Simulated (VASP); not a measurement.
Write the native input for VASP 6.6.1 that does the following.

```
Task                   : single point
Functional             : PBE
Potentials or basis    : VASP PAW PBE potentials, release 64 (Ge_d, Mo_sv, W_sv)
Cutoff                 : 520 eV
k mesh                 : 6 × 6 × 6
Occupations            : gaussian, width 0.2 eV
Spin                   : no spin polarisation
Dipole correction      : no
Further INCAR settings : ALGO = Normal; EDIFF = 1e-06; NBANDS = 73
```

The structure of Ge6MoW2 lies in POSCAR:

```
Ge6MoW2
1.0
    0.0000056026     -3.3403199439      0.0001280950
    3.3403589259     -0.0000043263      0.0000217074
   -1.6700250621      1.6698040424     12.4375724067
Ge Mo W
6 1 2
Direct
    0.7793214256      0.7792383153      0.5585993279
    0.4462333769      0.4462763853      0.8924101493
    0.1123148074      0.1123366165      0.2246706368
    0.8877362627      0.8876350637      0.7753429078
    0.5537082979      0.5538370335      0.1075786028
    0.2206931131      0.2206701113      0.4413937762
   -0.0000129194      0.0000039095     -0.0000114844
    0.6668581619      0.6667562945      0.3336044824
    0.3331474739      0.3332462705      0.6664116012
```

The input as run:

INCAR

```
SYSTEM = Ge6MoW2
  PREC = Accurate
  ENCUT = 520
  EDIFF = 1E-6
  ISMEAR = 0
  SIGMA = 0.2
  LREAL = .FALSE.
  LASPH = .TRUE.
  NELM = 80
  ALGO = Normal
  ISIF = 2
  LWAVE = .FALSE.
  LCHARG = .FALSE.
  GGA = PE
  NBANDS = 73
  KPAR = 4
```

KPOINTS

```
regular mesh
0
G
  6 6 6
  0 0 0
```

Potentials or basis: VASP PAW PBE potentials, release 64 (Ge_d, Mo_sv, W_sv).

The run is started by

```bash
$ cat potpaw_PBE.64/Ge_d/POTCAR potpaw_PBE.64/Mo_sv/POTCAR potpaw_PBE.64/W_sv/POTCAR > POTCAR
$ mpirun -np 4 vasp_std > vasp.out
```

It gave:

```json
{
 "Pressure": "0.3 GPa",
 "Largest force": "0.016 eV/Å",
 "Band gap on the k mesh": "zero (bands 63 and 64 overlap by 1.05 eV)"
}
```

Caveat: spin-orbit coupling is left out, which moves the levels of the heavy elements.

It took 7.5 min on 4 MPI ranks on Intel(R) Xeon(R) Platinum 8559C (Emerald Rapids) (shared host), peak memory 0.91 GiB a rank.
